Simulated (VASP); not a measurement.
# H6C2O in VASP: further runs

The runs below take H6C2O through single point, with PBE+D3(BJ).

Program: VASP 6.6.1. These are calculated values, not measurements. Logs are shortened: lines on timing, memory, paths and dates and some standing lists are left out, and cuts for length are marked.

### Step 1. The cell of the first run

The cell holds an amorphous packing of atoms, 36 atoms: a = 7.294 Å, b = 7.294 Å, c = 7.294 Å, α = 90.00°, β = 90.00°, γ = 90.00°.

### Step 2. Single point, PBE+D3(BJ)

INCAR reads:

```
PREC = Accurate
ENCUT = 520
EDIFF = 1E-6
ISMEAR = -1
SIGMA = 0.02
LREAL = Auto
LASPH = True
NELM = 60
ALGO = Normal
ISIF = 2
LWAVE = False
LCHARG = False
GGA = PE
IVDW = 12
NBANDS = 64
```

KPOINTS reads:

```
Automatic mesh
0
Gamma
  1 1 1
```

POSCAR reads:

```
H6C2O
1.0
    7.2936330000      0.0000000000      0.0000000000
    0.0000000000      7.2936330000      0.0000000000
    0.0000000000      0.0000000000      7.2936330000
C O H
8 4 24
Direct
    0.3891339200      0.0069238471      0.2151602638
    0.4090416943      0.1736446021      0.0913262293
    0.4903454835      0.6922338977      0.6688984762
    0.3905186894      0.5135026673      0.6343203723
    0.9664593763      0.0110096025      0.4916891212
    0.8186043910      0.1605235690      0.4992984977
    0.8727337940      0.9272882252      0.9920159131
    0.9167722039      0.7234254863      1.0118140027
    0.2921863494      0.3184009944      0.1684208679
    0.4610596667      0.4171720732      0.4788148787
    0.6685557115      0.0992920812      0.6092437061
    0.7600190467      0.6166611344      1.0301450594
    0.2417176735      0.3792485857      0.0615056996
    0.5505760984      0.2242503839      0.0959878294
    0.3487425265      0.1425215664     -0.0405284993
    0.4405074947     -0.1197208579      0.1377091499
    0.4513662807      0.0326997533      0.3436147665
    0.2431024429     -0.0205521720      0.2217139250
    0.3690204868      0.3970723506      0.3885717858
    0.3953448165      0.4237394451      0.7647354892
    0.2415668570      0.5241832157      0.6140012803
    0.4638840479      0.7516692984      0.8062237297
    0.6412030877      0.6651143538      0.6739439728
    0.4831611352      0.7998894378      0.5615034373
    0.5794368869      0.1979397647      0.5877729247
    0.8959183990      0.2824655422      0.5490542230
    0.7685059010      0.2138851790      0.3618087173
    1.0548241185      0.0380880146      0.3714198397
    1.0352865300      0.0237330285      0.6289046899
    0.9174714439     -0.1313200157      0.4763195516
    0.7870289059      0.4923883612      0.9900141672
    0.9937845790      0.6815259282      0.8839764765
    0.9944701084      0.7010909378      1.1379925477
    1.0038344403      1.0012842708      0.9907682495
    0.7714399669      0.9558473809      0.8811109635
    0.7865353247      0.9373380865      1.1162201334
```

Potentials or basis: VASP PAW PBE potentials, release 64 (C, O, H).

The run is started by

```bash
$ cat potpaw_PBE.64/C/POTCAR potpaw_PBE.64/O/POTCAR potpaw_PBE.64/H/POTCAR > POTCAR
$ mpirun -np 1 vasp_gam > vasp.out
```

OUTCAR:

```text
PREC = Accurate
   ENCUT = 520
   EDIFF = 1E-6
   ISMEAR = -1
   LREAL = Auto
   LASPH = True
   NELM = 60
   ISIF = 2
   GGA = PE
   IVDW = 12
 IVDW          = 12

 ion  position               nearest neighbor table
   1  0.389  0.007  0.215-  17 1.06  18 1.08  16 1.15   2 1.52
   2  0.409  0.174  0.091-  15 1.08  14 1.10   9 1.47   1 1.52
   3  0.490  0.692  0.669-  22 1.11  24 1.11  23 1.12   4 1.51
   4  0.391  0.514  0.634-  21 1.10  20 1.16  10 1.43   3 1.51
   5  0.966  0.011  0.492-  30 1.10  28 1.11  29 1.12   6 1.53
   6  0.819  0.161  0.499-  26 1.11  27 1.14  11 1.43   5 1.53
   7  0.873  0.927  0.992-  34 1.10  36 1.11  35 1.12   8 1.53
   8  0.917  0.723  0.012-  33 1.09  32 1.13  12 1.39   7 1.53
   9  0.292  0.318  0.168-  13 0.97   2 1.47
  10  0.461  0.417  0.479-  19 0.95   4 1.43
  11  0.669  0.099  0.609-  25 0.98   6 1.43
  12  0.760  0.617  0.030-  31 0.97   8 1.39
  13  0.242  0.379  0.062-   9 0.97
  14  0.551  0.224  0.096-   2 1.10
  15  0.349  0.143  0.959-   2 1.08
  16  0.441  0.880  0.138-   1 1.15
  17  0.451  0.033  0.344-   1 1.06
  18  0.243  0.979  0.222-   1 1.08
[... 16 lines left out ...]
  35  0.771  0.956  0.881-   7 1.12
  36  0.787  0.937  0.116-   7 1.11

  LATTYP: Found a simple cubic cell.
 ALAT       =     7.2936330000

  Lattice vectors:

 A1 = (   7.2936330000,   0.0000000000,   0.0000000000)
 A2 = (   0.0000000000,   7.2936330000,   0.0000000000)
 A3 = (   0.0000000000,   0.0000000000,   7.2936330000)

Analysis of symmetry for initial positions (statically):
=====================================================================
 Subroutine PRICEL returns:
 Original cell was already a primitive cell.

 Routine SETGRP: Setting up the symmetry group for a
 simple cubic supercell.

 Subroutine GETGRP returns: Found  1 space group operations
 (whereof  1 operations were pure point group operations)
 out of a pool of 48 trial point group operations.

The static configuration has the point symmetry C_1 .

Analysis of symmetry for dynamics (positions and initial velocities):
=====================================================================
 Subroutine PRICEL returns:
 Original cell was already a primitive cell.

 Routine SETGRP: Setting up the symmetry group for a
 simple cubic supercell.

 Subroutine GETGRP returns: Found  1 space group operations
 (whereof  1 operations were pure point group operations)
 out of a pool of 48 trial point group operations.

The dynamic configuration has the point symmetry C_1 .

 Subroutine INISYM returns: Found  1 space group operations
 (whereof  1 operations are pure point group operations),
 and found     1 'primitive' translations

----------------------------------------------------------------------------------------

                                     Primitive cell

  volume of cell :     388.0000

  direct lattice vectors                    reciprocal lattice vectors
     7.293633000  0.000000000  0.000000000     0.137105884  0.000000000  0.000000000
     0.000000000  7.293633000  0.000000000     0.000000000  0.137105884  0.000000000
     0.000000000  0.000000000  7.293633000     0.000000000  0.000000000  0.137105884

  length of vectors
     7.293633000  7.293633000  7.293633000     0.137105884  0.137105884  0.137105884

  position of ions in fractional coordinates (direct lattice)
     0.389133920  0.006923847  0.215160264
     0.409041694  0.173644602  0.091326229
     0.490345484  0.692233898  0.668898476
     0.390518689  0.513502667  0.634320372
     0.966459376  0.011009603  0.491689121
     0.818604391  0.160523569  0.499298498
[... 28 lines left out ...]
     0.771439967  0.955847381  0.881110963
     0.786535325  0.937338086  0.116220133

  ion indices of the primitive-cell ions
   primitive index   ion index
                 1           1
                 2           2
                 3           3
                 4           4
                 5           5
                 6           6
[... 28 lines left out ...]
                35          35
                36          36

----------------------------------------------------------------------------------------

 KPOINTS: Automatic mesh

Automatic generation of k-mesh.
 Grid dimensions read from file:
 generate k-points for:    1    1    1

 Generating k-lattice:

  Cartesian coordinates                     Fractional coordinates (reciprocal lattice)
     0.137105884  0.000000000  0.000000000     1.000000000  0.000000000  0.000000000
     0.000000000  0.137105884  0.000000000     0.000000000  1.000000000  0.000000000
     0.000000000  0.000000000  0.137105884     0.000000000  0.000000000  1.000000000

  Length of vectors
     0.137105884  0.137105884  0.137105884

  Shift w.r.t. Gamma in fractional coordinates (k-lattice)
     0.000000000  0.000000000  0.000000000

 Subroutine IBZKPT returns following result:
 ===========================================

 Found      1 irreducible k-points:

 Following reciprocal coordinates:
            Coordinates               Weight
  0.000000  0.000000  0.000000      1.000000
   k-points           NKPTS =      1   k-points in BZ     NKDIM =      1   number of bands    NBANDS=     64
   number of dos      NEDOS =    301   number of ions     NIONS =     36
   total plane-waves  NPLWV = 157464
   dimension x,y,z NGX =    54 NGY =   54 NGZ =   54
   dimension x,y,z NGXF=   108 NGYF=  108 NGZF=  108
   ions per type =               8   4  24
   NGX,Y,Z   is equivalent  to a cutoff of  12.31, 12.31, 12.31 a.u.
   NGXF,Y,Z  is equivalent  to a cutoff of  24.62, 24.62, 24.62 a.u.
 SYSTEM =  unknown system
   PREC   = accura    normal or accurate (medium, high low for compatibility)
   ISTART =      0    job   : 0-new  1-cont  2-samecut
   ICHARG =      2    charge: 1-file 2-atom 10-const
   ISPIN  =      1    spin polarized calculation?
   LNONCOLLINEAR =      F non collinear calculations
   LSORBIT =      F    spin-orbit coupling
   LASPH  =      T    aspherical Exc in radial PAW
   ENCUT  =  520.0 eV  38.22 Ry    6.18 a.u.  13.56 13.56 13.56*2*pi/ulx,y,z
   NELM   =     60;   NELMIN=  2; NELMDL= -5     # of ELM steps
   EDIFF  = 0.1E-05   stopping-criterion for ELM
   LREAL  =      T    real-space projection
   EDIFFG = 0.1E-04   stopping-criterion for IOM
   NSW    =      0    number of steps for IOM
   IBRION =     -1    ionic relax: 0-MD 1-quasi-New 2-CG
   NFREE  =      0    steps in history (QN), initial steepest desc. (CG)
   ISIF   =      2    stress and relaxation
   ISYM   =      2    0-nonsym 1-usesym 2-fastsym
   POTIM  = 0.5000    time-step for ionic-motion
   TEBEG  =    0.0;   TEEND  =   0.0 temperature during run
   PSTRESS=    0.0 pullay stress
   NELECT =      80.0000    total number of electrons
   NUPDOWN=      -1.0000    fix difference up-down
   EMIN   =  10.00;   EMAX   =-10.00  energy-range for DOS
   EFERMI =   0.00;   METHOD = LEGACY
   ISMEAR =    -1;   SIGMA  =   0.02  broadening in eV -4-tet -1-fermi 0-gaus
   EFERMI_NEDOS =   21; number of points for ismear=-14 and -15
   IALGO  =     38    algorithm
   IMIX   =      4    mixing-type and parameters
     AMIX     =   0.40;   BMIX     =  1.00
     AMIX_MAG =   1.60;   BMIX_MAG =  1.00
  volume/ion in A,a.u.               =      10.78        72.73
  Fermi-wavevector in a.u.,A,eV,Ry     =   0.967151  1.827650 12.726630  0.935381
  Thomas-Fermi vector in A             =   2.097013
   LORBIT       =      0    0 simple, 1 ext, 2 COOP (PROOUT), +10 PAW based schemes
   GGA     = PE    functional components
   LHFCALC =     F    Hartree Fock is set to
   AEXX    =    0.0000 exact exchange contribution
   IVDW    =    12    specifies the selected vdW correction
   LEPSILON=     F    determine dielectric tensor
   LRPA    =     F    only Hartree local field effects (RPA)
 non-spin polarized calculation
  energy-cutoff  :      520.00
  volume of cell :      388.00
 maximum number of plane-waves:      5198
 NGX is ok and might be reduce to    54
   NGX = 27   NGY = 27   NGZ = 27

 number of electron      79.9999996 magnetization

 Free energy of the ion-electron system (eV)
  ---------------------------------------------------
  ext. energy  EPLUGINS =         0.00000000
  ---------------------------------------------------
  free energy    TOTEN  =      -186.78313667 eV

  energy without entropy =     -186.78313667  energy(sigma->0) =     -186.78313667

 E-fermi :  -2.2888     XC(G=0):  -6.4888

 val. band max:       -2.8542217141   @ k =   0.0000   0.0000   0.0000
 cond. band min:       1.5483749609   @ k =   0.0000   0.0000   0.0000
 fundamental gap:      4.4025966750
 Fermi energy:        -2.2888171004

 k-point     1 :       0.0000    0.0000    0.0000
  band No.  band energies     occupation
      1     -22.7821      2.00000
      2     -22.6932      2.00000
      3     -22.3261      2.00000
      4     -22.0785      2.00000
      5     -15.6747      2.00000
      6     -15.4050      2.00000
[... 44 lines left out ...]
     51       5.2345      0.00000
     52       5.4266      0.00000
 [bands above 52 left out]

------------------------ aborting loop because EDIFF is reached ----------------------------------------

 Edisp (eV)   -1.31214

 E8    (eV) :    -0.2872

  FORCE on cell =-STRESS in cart. coord.  units (eV):
  Direction    XX          YY          ZZ          XY          YZ          ZX
  --------------------------------------------------------------------------------------
  -------------------------------------------------------------------------------------
  Total       2.97857    -2.20311    -2.26038    -0.86538     1.83021     0.57968
  in kB      12.29947    -9.09737    -9.33383    -3.57344     7.55752     2.39367
  external pressure =       -2.04 kB  Pullay stress =        0.00 kB

 VOLUME and BASIS-vectors are now :
 -----------------------------------------------------------------------------
  energy-cutoff  :      520.00
  volume of cell :      388.00
      direct lattice vectors                 reciprocal lattice vectors
     7.293633000  0.000000000  0.000000000     0.137105884  0.000000000  0.000000000
     0.000000000  7.293633000  0.000000000     0.000000000  0.137105884  0.000000000
     0.000000000  0.000000000  7.293633000     0.000000000  0.000000000  0.137105884

 POSITION                                       TOTAL-FORCE (eV/Angst)
 -----------------------------------------------------------------------------------
      2.83820      0.05050      1.56930        -0.165657     -1.035998     -2.789425
      2.98340      1.26650      0.66610        -0.515972     -0.065322      1.417831
      3.57640      5.04890      4.87870         1.171615      0.323585      0.026272
      2.84830      3.74530      4.62650        -0.676572     -0.598142      0.872899
      7.04900      0.08030      3.58620        -0.126612      0.372723      0.324890
      5.97060      1.17080      3.64170         0.534620     -0.109566     -1.213196
[... 28 lines left out ...]
      5.62660      6.97160      6.42650         0.978604     -0.003662     -0.054556
      5.73670      6.83660      0.84767         0.431286      1.166418      0.207684
 -----------------------------------------------------------------------------------
    total drift:                                0.010200     -0.002416     -0.013884

  FREE ENERGIE OF THE ION-ELECTRON SYSTEM (eV)
  ---------------------------------------------------
  free  energy   TOTEN  =      -188.0952782118 eV

  energy  without entropy=     -188.0952782118  energy(sigma->0) =     -188.09527821
```

It took 34 s on 1 thread of Intel Xeon 6975P-C (Granite Rapids), shared host; peak memory 0.34 GiB.

What came out:

| Quantity | Value |
| --- | --- |
| Free energy | -188.0953 eV |
| Pressure | -0.2 GPa |
| Largest force | 2.980 eV/Å |
| Band gap on the k mesh | 4.40 eV |
| Dispersion energy per atom | -0.036 eV |

Forces on the atoms (eV/Å):
```
C   -0.166 -1.036 -2.789
C   -0.516 -0.065  1.418
C    1.172  0.324  0.026
C   -0.677 -0.598  0.873
C   -0.127  0.373  0.325
C    0.535 -0.110 -1.213
C   -1.506 -1.390  0.765
C    1.475  0.249 -1.608
O   -0.144 -0.097 -0.363
O    1.595 -0.048  1.565
O    0.164  0.877 -0.143
O   -1.682 -0.793 -0.133
H   -0.085  0.436  0.204
H    0.091 -0.027 -0.644
H    0.523 -0.105 -0.797
H    0.194  1.042  1.002
H    0.478 -0.241  1.182
H   -0.308 -0.028  0.503
H   -1.020 -0.171 -1.165
H    0.437  0.523 -0.994
H   -0.200  0.590 -0.035
H   -0.294 -0.118 -0.368
H   -0.463 -0.186  0.022
H   -0.535 -0.427  0.267
H   -0.407  0.024  0.144
H   -0.502  0.077  0.529
H    0.171 -0.809  0.533
H    0.130  0.092  0.751
H    0.243 -0.400 -0.969
H   -0.342  0.209  0.051
H   -0.117  0.184  0.120
H    0.073 -0.082  0.725
H    0.865  0.180  0.020
H   -0.464  0.389  0.043
H    0.979 -0.004 -0.055
H    0.431  1.166  0.208
```

Caveat: the k points lie up to 0.86 Å⁻¹ apart.

### Step 3. Single point, PBE+D3(BJ)

INCAR reads:

```
SYSTEM = H6C2O
PREC = Accurate ; ENCUT = 520
EDIFF = 1E-6 ; ISMEAR = -1
SIGMA = 0.02 ; LREAL = Auto
LASPH = .True. ; NELM = 100
ALGO = Normal ; ISIF = 2
LWAVE = .False. ; LCHARG = .False.
GGA = PE ; IVDW = 12
NBANDS = 64
```

KPOINTS reads:

```
Automatic mesh
0
Gamma
  1 1 1
  0 0 0
```

POSCAR reads:

```
H6C2O
1.0
    7.2936330000      0.0000000000      0.0000000000
    0.0000000000      7.2936330000      0.0000000000
    0.0000000000      0.0000000000      7.2936330000
C O H
8 4 24
Direct
    0.3850070328      0.0243362944      0.2007915671
    0.4045034896      0.1828306963      0.0589281089
    0.5034390954      0.7112779050      0.6288361369
    0.3652637856      0.5617228067      0.5847977270
    0.9754672329     -0.0127234260      0.5440087265
    0.8582279915      0.1431933852      0.4776494787
    0.8778615540      0.8997299425      1.0130205345
    0.9628672021      0.7105101120      0.9541061361
    0.3094068484      0.3487288159      0.1213112862
    0.4532446313      0.4186116850      0.4847789846
    0.6993085613      0.1563829713      0.5871696588
    0.8049075132      0.5792723599      0.9555868797
    0.3780557645      0.4434004288      0.0494129606
    0.5481767454      0.2055902731      0.0372790899
    0.3295614134      0.1416029570     -0.0646454243
    0.5191377192     -0.0532930571      0.2116640637
    0.3681292985      0.0766010574      0.3394056158
    0.2789419210     -0.0738040974      0.1626212890
    0.4015145813      0.3898468706      0.3727360562
    0.3025789754      0.5041931778      0.7114698532
    0.2414708829      0.6260528875      0.5153398862
    0.4475410265      0.8084996873      0.7308703358
    0.6335800005      0.6453025536      0.6668281774
    0.5430352747      0.7947068354      0.5059755543
    0.6069814590      0.2488471795      0.5570474961
    0.9303045547      0.2761175398      0.4992025236
    0.8405824642      0.1202555709      0.3295202816
    1.1124771427     -0.0083634589      0.4815021540
    0.9833782424     -0.0308899557      0.6902732836
    0.9070376862     -0.1387922864      0.5084983026
    0.8351119394      0.4908664859      1.0525207397
    1.0468582667      0.6991577448      0.8325480594
    1.0495318314      0.6742867375      1.0725656199
    1.0050683932      0.9817741035      1.0214936781
    0.7807768776      0.9675699339      0.9246009499
    0.8234305181      0.8996065472      1.1573518986
```

Potentials or basis: VASP PAW PBE potentials, release 64 (C, O, H).

The run is started by

```bash
$ cat potpaw_PBE.64/C/POTCAR potpaw_PBE.64/O/POTCAR potpaw_PBE.64/H/POTCAR > POTCAR
$ mpirun -np 1 vasp_gam > vasp.out
```

Run time: 31 s. Hardware: 1 thread of Intel Xeon 6975P-C (Granite Rapids), shared host; peak memory 0.35 GiB.

Results (log left out):

- Free energy: -188.1380 eV
- Pressure: -0.5 GPa
- Largest force: 3.729 eV/Å
- Band gap on the k mesh: 4.22 eV
- Dispersion energy per atom: -0.036 eV

Forces on the atoms (eV/Å):
```
C    1.490  0.027 -0.394
C   -1.629 -1.241  0.975
C    0.317  0.317 -0.816
C   -0.967  0.756 -0.023
C    0.094 -0.345 -0.167
C    0.485  1.470  0.816
C    2.071 -0.457  0.510
C   -2.722  0.113  2.546
O    1.506  0.695 -0.566
O    1.276  0.496  2.701
O   -0.474 -1.435  0.539
O    1.159 -0.194  0.020
H   -0.909 -0.384  0.736
H    0.681  0.461 -0.422
H    0.498 -0.109 -0.453
H   -0.874  0.394 -0.332
H   -0.379  0.167  0.257
H   -0.230  0.023  0.200
H   -1.703 -0.386 -2.866
H    0.382 -0.109 -0.043
H    0.771 -0.629 -0.150
H    0.398 -0.254  0.030
H   -0.186  0.171  0.665
H   -0.519 -0.338  0.366
H    0.237  0.527 -0.582
H    0.308 -0.168 -0.480
H   -0.545  0.255 -0.193
H   -0.105 -0.085  0.088
H    0.325  0.765  0.668
H   -0.189 -0.836 -0.663
H   -0.165  0.183 -0.484
H   -0.176  0.247 -0.723
H    0.226 -0.148 -0.205
H   -0.363  0.633 -0.045
H   -0.301 -0.072 -0.630
H    0.215 -0.512 -0.878
```

Stress tensor (GPa, compression positive):
```
-1.93  1.17  1.64
 1.17 -0.36  0.30
 1.64  0.30  0.87
```

Levels at points of the mesh, in eV from the valence-band top:
```csv
k point,band 37,band 38,band 39,band 40,band 41,band 42,band 43,band 44
"(0.00, 0.00, 0.00)",-1.18,-0.91,-0.59,0.00,4.22,5.52,5.82,5.93
```

Caveat: the k points lie up to 0.86 Å⁻¹ apart.
